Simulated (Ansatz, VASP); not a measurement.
One calculation of ZnS, two programs

The input INCAR:

```
PREC     = Accurate       # precision mode
ENCUT    = 520            # plane-wave cutoff, eV
EDIFF    = 1E-6           # SCF threshold, eV
ISMEAR   = 0              # smearing method
SIGMA    = 0.05           # smearing width, eV
LREAL    = False          # projectors in reciprocal space
LASPH    = True           # aspherical terms in the spheres
NELM     = 80             # most SCF steps
ALGO     = Normal         # electronic algorithm
ISIF     = 2              # what is computed and relaxed
LWAVE    = False          # write WAVECAR
LCHARG   = False          # write CHGCAR
GGA      = PS             # functional
NBANDS   = 46             # bands
```

File KPOINTS:

```
regular mesh
0
Gamma
  7 7 3
```

File POSCAR:

```
ZnS
1.0
   -2.7046500000     -2.7046500000      0.0000000000
    2.7046500000     -2.7046500000      0.0000000000
    0.0000000000      0.0000000000     11.8186000000
Zn S
4 4
Direct
    0.0000000000      0.0000000000      0.8581758838
    0.5000000000      0.5000000000      0.1716351768
    0.0000000000      0.0000000000      0.4004820791
    0.5000000000      0.5000000000      0.6293289814
    0.5000000000      0.0000000000      0.2860586279
    0.0000000000      0.5000000000      0.5149055303
    0.5000000000      0.0000000000      0.7437524326
    0.0000000000      0.5000000000      0.0572117256
```

Input for Ansatz:

```yaml
crystal:
  lattice:
    - [-2.70465, -2.70465, 0.0]
    - [2.70465, -2.70465, 0.0]
    - [0.0, 0.0, 11.8186]
  atoms:
    - { symbol: Zn, position: [0.0, 0.0, 0.8581758838] }
    - { symbol: Zn, position: [0.5, 0.5, 0.1716351768] }
    - { symbol: Zn, position: [0.0, 0.0, 0.4004820791] }
    - { symbol: Zn, position: [0.5, 0.5, 0.6293289814] }
    - { symbol: S, position: [0.5, 0.0, 0.2860586279] }
    - { symbol: S, position: [0.0, 0.5, 0.5149055303] }
    - { symbol: S, position: [0.5, 0.0, 0.7437524326] }
    - { symbol: S, position: [0.0, 0.5, 0.0572117256] }
basis:
  ecutwfc: 420
kpoints:
  mp_grid: { grid: [7, 7, 3] }
hamiltonian:
  xc: pbesol
scf:
  occupations: { method: gaussian, width: 0.05 }
output:
  forces: true
  stress: true
  eigenvalues: true
```

Alike in both runs: task single point; functional PBEsol; k mesh 7 × 7 × 3; occupations gaussian, width 0.05 eV; no spin polarisation.

```csv
,VASP,Ansatz
version,VASP 6.6.1,Ansatz 0.2.0
potentials or method,"VASP PAW PBE potentials, release 64 (Zn, S), cutoff 520 eV","scalar-relativistic, plane waves, PAW"
valence electrons in the cell,72,72
```

Ansatz gave:

```
gap on the k mesh at the Fermi level (eV)                     : 0.09
least direct gap on the mesh (eV)                             : 0.21
pressure (GPa)                                                : -4.4
traceless stress, the component that is largest in VASP (GPa) : -3.29
rms of the force components (eV/Å)                            : 0.528
```

Q: What did VASP give for the same quantities?

A: gap on the k mesh at the Fermi level (eV): 0.09; least direct gap on the mesh (eV): 0.21; pressure (GPa): -4.2; traceless stress, the component that is largest in VASP (GPa): -3.29; rms of the force components (eV/Å): 0.533.

VASP's potentials were made for PBE, not for PBEsol. Atom by atom the forces differ by 0.005 eV/Å (rms over components). With one functional, cell and mesh, what is left measures potentials, basis and numerics.
